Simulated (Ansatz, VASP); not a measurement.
# Two plane-wave programs on TiSi2

```
CELL_PARAMETERS angstrom
-1.47287 1.71213 4.21208
1.47287 -1.71213 4.21208
1.47287 1.71213 -4.21208
ATOMIC_POSITIONS crystal
Ti 0.00000 0.00000 0.00000
Si 0.67008 0.67008 0.00000
Si 0.32992 0.32992 0.00000
```

Alike in both runs: task relaxation of cell and atoms; functional PBE; k mesh 12 × 12 × 12; occupations fermi-dirac, width 0.05 eV; no spin polarisation; Hubbard terms Ti d U = 6.0 eV.

```csv
,VASP,Ansatz
version,VASP 6.6.1,Ansatz 0.2.0
potentials or method,"VASP PAW PBE potentials, release 64 (Ti_sv, Si)",Ansatz PAW
plane-wave cutoff (eV),600,420
valence electrons in the cell,20,20
```

|  | VASP | Ansatz | Ansatz less VASP |
| --- | --- | --- | --- |
| gap on the k mesh at the Fermi level, each at its own relaxed structure (eV) | none | none | - |
| relaxed volume (Å³/atom) | 14.90 | 16.50 | +1.594 |
| relaxed length of the cell vector where the two differ most in proportion (Å) | 4.857 | 5.293 | +0.4354 |

The programs project onto different local orbitals, so the same U acts differently, and such runs can settle in different states. A gap of «none» marks a metal or a gap that the smearing closes.

Noted on Ansatz's run: the volume moved by over 15 % at a fixed basis, so the end points are rough; the plane-wave basis is chosen anew once the cell has moved, so the energies of steps on either side of that aren't comparable.
